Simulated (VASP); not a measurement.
**GaN: single point with r2SCAN**

The system is GaN.

```
Ga N
1.0
     0.00000    2.22622    2.22622
     2.22622    0.00000    2.22622
     2.22622    2.22622    0.00000
Ga N
1 1
Cartesian
  0.0000 0.0000 0.0000
  3.3393 3.3393 3.3393
```

```yaml
Program: VASP 6.6.1
Task: single point
Functional: r2SCAN
Potentials_or_basis: VASP PAW PBE potentials, release 64 (Ga_d, N_h)
Cutoff: 1460 eV
k_mesh: 10 × 10 × 10
Occupations: gaussian, width 0.02 eV
Spin: no spin polarisation
Dipole_correction: no
Further_INCAR_settings: ALGO = Normal; EDIFF = 1e-06; NBANDS = 16
```

| Item | Value |
| --- | --- |
| Pressure | 7.4 GPa |
| Band gap on the k mesh | 2.36 eV |

Levels at points of the mesh, in eV from the valence-band top:
```csv
k point,band 5,band 6,band 7,band 8,band 9,band 10,band 11,band 12,band 13,band 14
"(0.00, 0.00, 0.00)",-13.47,-13.47,0.00,0.00,0.00,2.36,11.25,11.25,11.25,19.07
"(0.50, 0.00, 0.00)",-13.42,-12.34,-7.40,-1.04,-1.04,5.42,9.63,11.20,11.20,16.84
"(0.50, 0.50, 0.00)",-13.38,-11.96,-6.37,-2.92,-2.92,3.78,7.47,12.86,15.35,15.35
```

Wall time 4.1 min on 1 thread of Intel(R) Xeon(R) Platinum 8259CL CPU @ 2.50GHz (Skylake/Cascade Lake), with other jobs on the host, peak memory 0.31 GiB.

Caveat: the cell stands under pressure; the PAW data sets were made with another functional, which shifts forces and pressure a little.
